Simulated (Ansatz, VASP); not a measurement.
**GaSb: VASP beside Ansatz**

```xyz
2
Lattice="0.0000 3.1070 3.1070 3.1070 0.0000 3.1070 3.1070 3.1070 0.0000" Properties=species:S:1:pos:R:3 pbc="T T T"
Ga    0.0000    0.0000    0.0000
Sb    1.5535    1.5535    1.5535
```

Alike in both runs: functional PBE; k mesh 12 × 12 × 12; occupations gaussian, width 0.1 eV; no spin polarisation.

Ansatz relaxed the structure, and its values are those at the end. VASP's run is a single point on that final structure, the one shown.

```csv
,VASP,Ansatz
version,VASP 6.6.1,Ansatz 0.2.0
potentials or method,"VASP PAW PBE potentials, release 64 (Ga_d, Sb), cutoff 500 eV","scalar-relativistic, plane waves, PAW"
valence electrons in the cell,18,28
```

```csv
,VASP,Ansatz,Ansatz less VASP
gap on the k mesh at the Fermi level (eV),none,none,-
pressure (GPa),0.1,0.0,-0.07
```

A gap of «none» marks a metal or a gap that the smearing closes. VASP's potentials hold 18 valence electrons a cell and Ansatz's 28, so a difference there can come from the potentials and not from the codes.

Neither program's run includes spin-orbit coupling.
